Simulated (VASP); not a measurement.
A run of VASP 6.6.1:

File POSCAR:

```
FeSi
1.0
    4.4313248608      0.0000000000      0.0000000000
    0.0000000000      4.4313248608      0.0000000000
    0.0000000000      0.0000000000      4.4313248608
Fe Si
4 4
Direct
    0.1392348412      0.1392348412      0.1392348412
    0.3607651588      0.8607651588      0.6392348412
    0.6392348412      0.3607651588      0.8607651588
    0.8607651588      0.6392348412      0.3607651588
    0.8449916651      0.8449916651      0.8449916651
    0.6550083349      0.1550083349      0.3449916651
    0.3449916651      0.6550083349      0.1550083349
    0.1550083349      0.3449916651      0.6550083349
```

Contents of INCAR.step1:

```
  PREC = Accurate
  ENCUT = 520
  ISMEAR = 0
  SIGMA = 0.05
  LREAL = F
  LASPH = T
  NELM = 80
  NBANDS = 34
  GGA = PE
  ALGO = Normal
  EDIFF = 1E-4
  LWAVE = T
  LCHARG = F
```

File INCAR.step2:

```
  PREC = Accurate
  ENCUT = 520
  EDIFF = 1E-6
  ISMEAR = 0
  SIGMA = 0.05
  LREAL = F
  LASPH = T
  NELM = 80
  ALGO = Normal
  ISIF = 2
  LWAVE = F
  LCHARG = F
  METAGGA = R2SCAN
  LMIXTAU = T
  NBANDS = 34
  ISTART = 1
```

Contents of KPOINTS:

```
Automatic mesh
0
Gamma
  8 8 8
```

Potentials or basis: VASP PAW PBE potentials, release 64 (Fe, Si).

Command:

```bash
$ cat potpaw_PBE.64/Fe/POTCAR potpaw_PBE.64/Si/POTCAR > POTCAR
$ cp INCAR.step1 INCAR
$ mpirun -np 1 vasp_std > vasp.out
$ cp INCAR.step2 INCAR
$ mpirun -np 1 vasp_std > vasp.out
```

Hardware: 1 thread of Intel(R) Xeon(R) Platinum 8488C (Sapphire Rapids), on a shared host.

Problem. How long does it take, and how much memory?

Solution. Wall time 5.6 min on 1 thread of Intel(R) Xeon(R) Platinum 8488C (Sapphire Rapids) (shared host), peak memory 0.28 GiB. Counts: k points 45.
